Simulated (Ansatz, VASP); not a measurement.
## Two plane-wave programs on SnTe

```
CELL_PARAMETERS angstrom
0.00000 3.20539 3.20539
3.20539 0.00000 3.20539
3.20539 3.20539 0.00000
ATOMIC_POSITIONS crystal
Sn 0.00000 0.00000 0.00000
Te 0.50000 0.50000 0.50000
```

Alike in both runs: functional PBE; k mesh 5 × 5 × 5; occupations fermi-dirac, width 0.05 eV; no spin polarisation.

Ansatz relaxed the structure, and its values are those at the end. VASP's run is a single point on that final structure, the one shown.

|  | VASP | Ansatz |
| --- | --- | --- |
| version | VASP 6.6.1 | Ansatz 0.2.0 |
| potentials or method | VASP PAW PBE potentials, release 64 (Sn_d, Te) | plane waves, PAW |
| plane-wave cutoff (eV) | 520 | 420 |
| valence electrons in the cell | 20 | 30 |

```csv
,VASP,Ansatz,Ansatz less VASP
pressure (GPa),-0.1,0.0,+0.07
```

With one functional, cell and mesh, what is left measures potentials, basis and numerics. VASP's potentials hold 20 valence electrons a cell and Ansatz's 30, so a difference there can come from the potentials and not from the codes. Ansatz's warnings: stress scf threshold loose.

Spin-orbit coupling is off throughout.
